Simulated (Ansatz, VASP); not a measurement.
## Two plane-wave programs on Au

POSCAR

```
Au
1.0
   -1.5909782400      1.5909782400      1.5909782400
    1.5909782400     -1.5909782400      1.5909782400
    1.5909782400      1.5909782400     -1.5909782400
Au
1
Direct
    0.0000000000      0.0000000000      0.0000000000
```

INCAR.step1

```
SYSTEM = Au
ALGO = Normal ; EDIFF = 1E-4
ENCUT = 520 ; GGA = PE
ISMEAR = 0 ; LASPH = .TRUE.
LCHARG = .FALSE. ; LREAL = .FALSE.
LWAVE = .TRUE. ; NBANDS = 12
NELM = 80 ; PREC = Accurate
SIGMA = 0.15
```

Contents of INCAR.step2:

```
SYSTEM = Au
ALGO = Normal ; EDIFF = 1E-6
ENCUT = 520 ; ISIF = 2
ISMEAR = 0 ; ISTART = 1
LASPH = .TRUE. ; LCHARG = .FALSE.
LMIXTAU = .TRUE. ; LREAL = .FALSE.
LWAVE = .FALSE. ; METAGGA = R2SCAN
NBANDS = 12 ; NELM = 80
PREC = Accurate ; SIGMA = 0.15
```

File KPOINTS:

```
k-points
0
G
  24 24 24
  0 0 0
```

Input for Ansatz:

```yaml
crystal:
  lattice:
    - [-1.59097824, 1.59097824, 1.59097824]
    - [1.59097824, -1.59097824, 1.59097824]
    - [1.59097824, 1.59097824, -1.59097824]
  atoms:
    - { symbol: Au, position: [0.0, 0.0, 0.0] }
basis:
  ecutwfc: 500
kpoints:
  mp_grid: { grid: [24, 24, 24] }
hamiltonian:
  xc: r2scan
scf:
  occupations: { method: gaussian, width: 0.15 }
output:
  forces: true
  stress: true
  eigenvalues: true
  write_density: true
  write_potential: true
  elf: true
  volumetric_format: npy
```

Change from the starting cell: strain -0.040 along x and y, -0.040 along z, atoms carried along.

Alike in both runs: task single point; functional r2SCAN; k mesh 24 × 24 × 24; occupations gaussian, width 0.15 eV; no spin polarisation.

|  | VASP | Ansatz |
| --- | --- | --- |
| version | VASP 6.6.1 | Ansatz 0.2.0 |
| potentials or method | VASP PAW PBE potentials, release 64 (Au), cutoff 520 eV | scalar-relativistic, plane waves, PAW |
| valence electrons in the cell | 11 | 19 |

```csv
,VASP,Ansatz,Ansatz less VASP
gap on the k mesh at the Fermi level (eV),none,none,-
pressure (GPa),17.9,17.3,-0.51
```

VASP's potentials were made for PBE, not for r2SCAN. A gap of «none» marks a metal or a gap that the smearing closes. VASP's potentials hold 11 valence electrons a cell and Ansatz's 19, so a difference there can come from the potentials and not from the codes.

Neither program's run includes spin-orbit coupling.
